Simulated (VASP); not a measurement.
Here is a VASP 6.6.1 calculation.

The input INCAR:

```
PREC = Accurate
ENCUT = 520
EDIFF = 1E-6
ISMEAR = -1
SIGMA = 0.05
LREAL = F
LASPH = T
NELM = 80
ALGO = Normal
ISIF = 2
LWAVE = F
LCHARG = F
GGA = RP
NBANDS = 13
```

File KPOINTS:

```
regular mesh
0
Gamma
  6 6 6
```

The input POSCAR:

```
Sn
1.0
   -2.0291894110      2.0291894110      1.6607599896
    2.0291894110     -2.0291894110      1.6607599896
    2.0291894110      2.0291894110     -1.6607599896
Sn
1
Direct
    0.0000000000      0.0000000000      0.0000000000
```

Potentials or basis: VASP PAW PBE potentials, release 64 (Sn_d).

The run is started by

```sh
$ cat potpaw_PBE.64/Sn_d/POTCAR > POTCAR
$ mpirun -np 1 vasp_std > vasp.out
```

Question: What does it give for the band gap on the k mesh?

Answer: Zero (band 7 reaches 14.91 eV, above the bottom of band 8 at 6.15 eV).

Question: Estimate the pressure.

Answer: 2.8 GPa.

Stress tensor (GPa, compression positive):
```
2.96 0.00 0.00
0.00 2.96 0.00
0.00 0.00 2.46
```

Caveat: the k points lie up to 0.41 Å⁻¹ apart; the PAW data sets were made with another functional, which shifts forces and pressure a little; spin-orbit coupling is left out, which moves the levels of the heavy elements.
